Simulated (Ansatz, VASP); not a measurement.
# Si: VASP beside Ansatz

Contents of INCAR:

```
SYSTEM = Si
ALGO = Normal
EDIFF = 1E-7
ENCUT = 520
GGA = PE
ISIF = 2
ISMEAR = 0
LASPH = .TRUE.
LCHARG = .FALSE.
LREAL = .FALSE.
LWAVE = .FALSE.
NBANDS = 11
NELM = 100
PREC = Accurate
SIGMA = 0.05
```

Contents of KPOINTS:

```
k-points
0
G
  10 10 10
  0 0 0
```

Contents of POSCAR:

```
Si
1.0
    0.0000000000      2.7177940748      2.4367741675
    2.7177940748      0.0000000000      2.4367741675
    2.7177940748      2.7177940748      0.0000000000
Si
2
Direct
    0.5000000000      0.5000000000      0.5000000000
    0.7500000000      0.7500000000      0.7500000000
```

Input for Ansatz:

```yaml
crystal:
  lattice:
    - [0.0, 2.7177940748, 2.4367741675]
    - [2.7177940748, 0.0, 2.4367741675]
    - [2.7177940748, 2.7177940748, 0.0]
  atoms:
    - { symbol: Si, position: [0.5, 0.5, 0.5] }
    - { symbol: Si, position: [0.75, 0.75, 0.75] }
basis:
  ecutwfc: 420
kpoints:
  mp_grid: { grid: [10, 10, 10] }
hamiltonian:
  xc: pbe
  pseudopotentials: { kind: paw, azcp: { folder: soft_1 } }
scf:
  occupations: { method: gaussian, width: 0.05 }
output:
  forces: true
  stress: true
  eigenvalues: true
```

Alike in both runs: task single point; functional PBE; k mesh 10 × 10 × 10; occupations gaussian, width 0.05 eV; no spin polarisation.

|  | VASP | Ansatz |
| --- | --- | --- |
| version | VASP 6.6.1 | Ansatz 0.2.0 |
| potentials or method | VASP PAW PBE potentials, release 64 (Si), cutoff 520 eV | scalar-relativistic, plane waves, PAW |
| valence electrons in the cell | 8 | 8 |

Ansatz gave:

* gap on the k mesh at the Fermi level (eV): none
* pressure (GPa): 14.0
* traceless stress, the component that is largest in VASP (GPa): 4.47

Task: Estimate VASP's values.

Result: gap on the k mesh at the Fermi level (eV): none; pressure (GPa): 13.9; traceless stress, the component that is largest in VASP (GPa): 4.49.

A gap of «none» marks a metal or a gap that the smearing closes. With one functional, cell and mesh, what is left measures potentials, basis and numerics.
